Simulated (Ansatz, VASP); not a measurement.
## Ir: VASP beside Ansatz

```
Ir
1.0
     2.70530    0.00000    0.00000
    -1.35265    2.34286    0.00000
     0.00000    0.00000    4.39105
Ir
2
Direct
  0.33333 0.66667 0.25000
  0.66667 0.33333 0.75000
```

Alike in both runs: task single point; functional LDA; k mesh 15 × 15 × 8; occupations fermi-dirac, width 0.1 eV; no spin polarisation.

|  | VASP | Ansatz |
| --- | --- | --- |
| version | VASP 6.6.1 | Ansatz 0.2.0 |
| potentials or method | VASP PAW LDA potentials, release 64 (Ir), cutoff 520 eV | plane waves (420 eV) with PAW, scalar-relativistic |
| valence electrons in the cell | 18 | 34 |

Ansatz gave:

```
pressure (GPa)                                                : -0.2
traceless stress, the component that is largest in VASP (GPa) : -0.24
```

Estimate VASP's values.

pressure (GPa): 2.4; traceless stress, the component that is largest in VASP (GPa): -0.21.

Ansatz warns that its potentials were made for another functional, while VASP's fit it. LDA's correlation is that of Perdew and Zunger in VASP and of Perdew and Wang (1992) in Ansatz. VASP's potentials hold 18 valence electrons a cell and Ansatz's 34, so a difference there can come from the potentials and not from the codes.

Neither program's run includes spin-orbit coupling.
